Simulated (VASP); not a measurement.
Set up this calculation in VASP 6.6.1, as the native input.

| Quantity | Value |
| --- | --- |
| Task | single point |
| Functional | PBE |
| Potentials or basis | VASP PAW PBE potentials, release 64 (Al) |
| Cutoff | 500 eV |
| k mesh | 4 × 4 × 4 |
| Occupations | fermi-dirac, width 0.15 eV |
| Spin | no spin polarisation |
| Dipole correction | no |
| Further INCAR settings | ALGO = Normal; EDIFF = 1e-06; NBANDS = 8 |

The structure of Al lies in POSCAR:

```
Al
1.0
    0.0000000000      2.0248050000      2.0248050000
    2.0248050000      0.0000000000      2.0248050000
    2.0248050000      2.0248050000      0.0000000000
Al
1
Direct
    0.0000000000      0.0000000000      0.0000000000
```

The input as run:

INCAR

```
SYSTEM = Al
ALGO     = Normal         ! electronic algorithm
EDIFF    = 1E-6           ! SCF threshold, eV
ENCUT    = 500            ! plane-wave cutoff, eV
GGA      = PE             ! functional
GGA_COMPAT= .False.      
ISIF     = 2              ! what is computed and relaxed
ISMEAR   = -1             ! smearing method
LASPH    = .True.         ! aspherical terms in the spheres
LCHARG   = .True.         ! write CHGCAR
LELF     = .True.         ! ELF
LREAL    = .False.        ! projectors in reciprocal space
LVHAR    = .True.       
LWAVE    = .False.        ! write WAVECAR
NBANDS   = 8              ! bands
NELM     = 120            ! most SCF steps
PREC     = Accurate       ! precision mode
SIGMA    = 0.15           ! smearing width, eV
```

KPOINTS

```
k-points
0
Gamma
  4 4 4
  0 0 0
```

Potentials or basis: VASP PAW PBE potentials, release 64 (Al).

Command:

```sh
$ cat potpaw_PBE.64/Al/POTCAR > POTCAR
$ mpirun -np 1 vasp_std > vasp.out
```

It gave:

The pressure is 0.4 GPa and the band gap on the k mesh is zero (an odd number of electrons rules out a gap without spin polarisation).

Caveat: the k points lie up to 0.67 Å⁻¹ apart, too coarse for converged energies and pressures of a metal.

Wall time 1.5 s on 1 thread of AMD EPYC 9R45 96-Core Processor (Zen 5), with other jobs on the host, peak memory 0.1 GiB.
